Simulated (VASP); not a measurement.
# Hf (Fm-3m) in VASP: further runs, part 2 of 2

VASP 6.6.1. The steps go on from the part before.

## Step 3: Relaxation of cell and atoms, PBEsol

This run uses another cell than the first one, of 22.38 Å³/atom, 0.960 times its volume.

Contents of INCAR:

```
SYSTEM = Hf
  PREC = Accurate
  ENCUT = 600
  EDIFF = 1E-6
  ISMEAR = -1
  SIGMA = 0.1
  LREAL = .False.
  LASPH = .True.
  NELM = 60
  ALGO = Normal
  ISIF = 3
  LWAVE = .False.
  LCHARG = .False.
  GGA = PS
  IBRION = 2
  NSW = 80
  EDIFFG = -0.01
```

Contents of KPOINTS:

```
Automatic mesh
0
Gamma
  12 12 12
  0 0 0
```

Contents of POSCAR:

```
Hf
1.0
    0.0000000000      2.2367213568      2.2367213568
    2.2367213568      0.0000000000      2.2367213568
    2.2367213568      2.2367213568      0.0000000000
Hf
1
Direct
    0.0000000000      0.0000000000      0.0000000000
```

Potentials or basis: VASP PAW PBE potentials, release 64 (Hf_pv).

Started as:

```bash
cat potpaw_PBE.64/Hf_pv/POTCAR > POTCAR
mpirun -np 1 vasp_std > vasp.out
```

OUTCAR:

```text
SYSTEM = Hf
   PREC = Accurate
   ENCUT = 600
   EDIFF = 1E-6
   ISMEAR = -1
   LREAL = .False.
   LASPH = .True.
   NELM = 60
   ISIF = 3
   GGA = PS
   IBRION = 2
   NSW = 80
   EDIFFG = -0.01

 ion  position               nearest neighbor table
   1  0.000  0.000  0.000-

  LATTYP: Found a face centered cubic cell.
 ALAT       =     4.4734427136

  Lattice vectors:

 A1 = (   0.0000000000,   2.2367213568,   2.2367213568)
 A2 = (   2.2367213568,   0.0000000000,   2.2367213568)
 A3 = (   2.2367213568,   2.2367213568,   0.0000000000)

Analysis of symmetry for initial positions (statically):
=====================================================================
 Subroutine PRICEL returns:
 Original cell was already a primitive cell.

 Routine SETGRP: Setting up the symmetry group for a
 face centered cubic supercell.

 Subroutine GETGRP returns: Found 48 space group operations
 (whereof 48 operations were pure point group operations)
 out of a pool of 48 trial point group operations.

The static configuration has the point symmetry O_h .

Analysis of symmetry for dynamics (positions and initial velocities):
=====================================================================
 Subroutine PRICEL returns:
 Original cell was already a primitive cell.

 Routine SETGRP: Setting up the symmetry group for a
 face centered cubic supercell.

 Subroutine GETGRP returns: Found 48 space group operations
 (whereof 48 operations were pure point group operations)
 out of a pool of 48 trial point group operations.

The dynamic configuration has the point symmetry O_h .

 Subroutine INISYM returns: Found 48 space group operations
 (whereof 48 operations are pure point group operations),
 and found     1 'primitive' translations
[... 118 lines left out ...]
   GGA     = PS    functional components
   LHFCALC =     F    Hartree Fock is set to
   AEXX    =    0.0000 exact exchange contribution
   IVDW    =     0    specifies the selected vdW correction
   LEPSILON=     F    determine dielectric tensor
   LRPA    =     F    only Hartree local field effects (RPA)
 conjugate gradient relaxation of ions
 non-spin polarized calculation
  energy-cutoff  :      600.00
  volume of cell :       22.38
 maximum number of plane-waves:       760
 NGX is ok and might be reduce to    28
   NGX = 13   NGY = 13   NGZ = 13

--------------------------------------- Ionic step        1  -------------------------------------------

 number of electron      10.0000001 magnetization

 Free energy of the ion-electron system (eV)
  ---------------------------------------------------
  ext. energy  EPLUGINS =         0.00000000
  ---------------------------------------------------
  free energy    TOTEN  =       -10.44626287 eV

  energy without entropy =      -10.39720058  energy(sigma->0) =      -10.42173173

------------------------ aborting loop because EDIFF is reached ----------------------------------------

  FORCE on cell =-STRESS in cart. coord.  units (eV):
  Direction    XX          YY          ZZ          XY          YZ          ZX
  --------------------------------------------------------------------------------------
  -------------------------------------------------------------------------------------
  Total       -0.5641812     -0.5641812     -0.5641812      0.0000000      0.0000000     -0.0000000
  in kB      -40.3890385    -40.3890385    -40.3890385      0.0000000      0.0000000     -0.0000000
  external PRESSURE =     -40.3890385 kB  Pullay stress =       0.0000000 kB
[... 57 lines left out ...]
--------------------------------------- Ionic step        3  -------------------------------------------

 number of electron       9.9999999 magnetization

 Free energy of the ion-electron system (eV)
  ---------------------------------------------------
  ext. energy  EPLUGINS =         0.00000000
  ---------------------------------------------------
  free energy    TOTEN  =       -10.45770208 eV

  energy without entropy =      -10.41161891  energy(sigma->0) =      -10.43466049

 E-fermi :   4.8666     XC(G=0): -11.5744

 val. band max:        4.8534458067   @ k =  -0.3333   0.3333   0.1667
 cond. band min:       4.8681414456   @ k =  -0.3333   0.2500   0.0000
 fundamental gap:      0.0146956389
 Fermi energy:         4.8665691418

 k-point     1 :       0.0000    0.0000    0.0000
  band No.  band energies     occupation
      1     -24.9590      2.00000
      2     -24.9590      2.00000
      3     -24.9590      2.00000
      4      -2.4946      2.00000
      5       6.2626      0.00000
      6       6.2626      0.00000
      7       6.2626      0.00000
      8       9.1916      0.00000
      9       9.1916      0.00000
[... 265 lines left out ...]
 k-point    24 :      -0.4167    0.1667    0.0000
  band No.  band energies     occupation
      1     -25.8068      2.00000
      2     -25.2555      2.00000
      3     -25.1168      2.00000
      4       1.9668      2.00000
      5       4.4514      1.96901
      6       5.5690      0.00178
      7       6.7787      0.00000
      8      10.8356      0.00000
      9      12.2870      0.00000

 [... further k-points ...]
[... 5 lines left out ...]
  --------------------------------------------------------------------------------------
  -------------------------------------------------------------------------------------
  Total       -0.0049157     -0.0049157     -0.0049157      0.0000000      0.0000000     -0.0000000
  in kB       -0.3662160     -0.3662160     -0.3662160      0.0000000      0.0000000     -0.0000000
  external PRESSURE =      -0.3662160 kB  Pullay stress =       0.0000000 kB
[... 16 lines left out ...]
  FREE ENERGIE OF THE ION-ELECTRON SYSTEM (eV)
  ---------------------------------------------------
  free  energy   TOTEN  =       -10.4577020795 eV

  energy  without entropy=      -10.4116189091  energy(sigma->0) =      -10.43466049

 reached required accuracy - stopping structural energy minimisation
```

OSZICAR:

```text
N       E                     dE             d eps       ncg     rms          rms(c)
DAV:   1     0.634511446267E+01    0.63451E+01   -0.64033E+03  1312   0.115E+03
[... 21 lines left out ...]
       N       E                     dE             d eps       ncg     rms          rms(c)
DAV:   1    -0.105394815255E+02   -0.95117E-01   -0.21016E+00  1298   0.135E+01    0.246E+00
DAV:   2    -0.104766751740E+02    0.62806E-01   -0.84583E-02  1301   0.283E+00    0.969E-01
DAV:   3    -0.104578323025E+02    0.18843E-01   -0.59966E-02  1352   0.208E+00    0.574E-01
DAV:   4    -0.104577846118E+02    0.47691E-04   -0.46472E-04  1403   0.242E-01    0.416E-01
DAV:   5    -0.104577015115E+02    0.83100E-04   -0.25894E-04  1530   0.980E-02    0.328E-02
DAV:   6    -0.104577020795E+02   -0.56801E-06   -0.61703E-06  1416   0.196E-02
   3 F= -.10457702E+02 E0= -.10434660E+02  d E =-.114392E-01
```

CONTCAR:

```text
Hf
   1.00000000000000
     0.0000000000000000    2.2071996176141404    2.2071996176141404
     2.2071996176141404    0.0000000000000000    2.2071996176141404
     2.2071996176141404    2.2071996176141404   -0.0000000000000000
  Hf
     1
Direct
     0.0000000000000000    0.0000000000000000    0.0000000000000000

  0.00000000E+00  0.00000000E+00  0.00000000E+00
```

Wall time 38 s (1 thread of Intel Xeon 6975P-C, shared host); peak memory 0.17 GiB.

Results:

* Free energy: -10.4577 eV
* Relaxed volume: 21.51 Å³/atom
* Relaxed cell: a = 3.121 Å, b = 3.121 Å, c = 3.121 Å, α = 60.00°, β = 60.00°, γ = 60.00°
* Space group after relaxing (to 0.05 Å): Fm-3m (No. 225)
* Energy gained by relaxing: 11.4 meV/atom
* Ionic steps: 3
* Pressure after relaxing: 0.0 GPa
* Band gap on the k mesh: zero (band 5 reaches 6.26 eV, above the bottom of band 6 at 4.46 eV)

The path:
```tsv
step	energy change (eV)	largest force (eV/Å)	pressure (GPa)	volume (Å³)
1	0.0000	0.0000	-4.04	22.38
2	0.0019	0.0000	4.91	20.60
3	-0.0114	0.0000	-0.04	21.51
```

Final structure:
```yaml
crystal:
  lattice:
    - [0.00000, 2.20720, 2.20720]
    - [2.20720, 0.00000, 2.20720]
    - [2.20720, 2.20720, 0.00000]
  atoms:
    - { symbol: Hf, position: [0.00000, 0.00000, 0.00000] }
```

Caveat: the PAW data sets were made with another functional, which shifts forces and pressure a little; spin-orbit coupling is left out, which moves the levels of the heavy elements.
